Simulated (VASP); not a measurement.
A run of VASP 6.6.1 is set up as follows.

File INCAR:

```
SYSTEM = PtSe
PREC     = Accurate       ! precision mode
ENCUT    = 520            ! plane-wave cutoff, eV
EDIFF    = 1E-6           ! SCF threshold, eV
ISMEAR   = -1             ! smearing method
SIGMA    = 0.05           ! smearing width, eV
LREAL    = .False.        ! projectors in reciprocal space
LASPH    = .True.         ! aspherical terms in the spheres
NELM     = 80             ! most SCF steps
ALGO     = Normal         ! electronic algorithm
ISIF     = 2              ! what is computed and relaxed
LWAVE    = .False.        ! write WAVECAR
LCHARG   = .True.         ! write CHGCAR
GGA      = PE             ! functional
LELF     = .True.         ! ELF
LVHAR    = .True.       
NBANDS   = 15             ! bands
```

File KPOINTS:

```
Automatic mesh
0
Gamma
  8 8 7
  0 0 0
```

The input POSCAR:

```
PtSe
1.0
    3.7018703300      0.0000000000      0.0000000000
   -1.8509351600      3.2059137500      0.0000000000
    0.0000000000      0.0000000000      3.6128420300
Pt Se
1 1
Direct
    0.0000000000      0.0000000000      0.0000000000
    0.6666666667      0.3333333333      0.5000000000
```

Potentials or basis: VASP PAW PBE potentials, release 64 (Pt, Se).

Command:

```bash
$ cat potpaw_PBE.64/Pt/POTCAR potpaw_PBE.64/Se/POTCAR > POTCAR
$ mpirun -np 1 vasp_std > vasp.out
```

**Question.** What does it give for the pressure?

**Answer.** -11.5 GPa.

**Question.** Predict the band gap on the k mesh.

**Answer.** Zero (band 8 reaches 6.41 eV, above the bottom of band 9 at 5.56 eV).

Stress tensor (GPa, compression positive):
```
 -9.90   0.00   0.00
  0.00  -9.90   0.00
  0.00   0.00 -14.81
```

Caveat: spin-orbit coupling is left out, which moves the levels of the heavy elements.
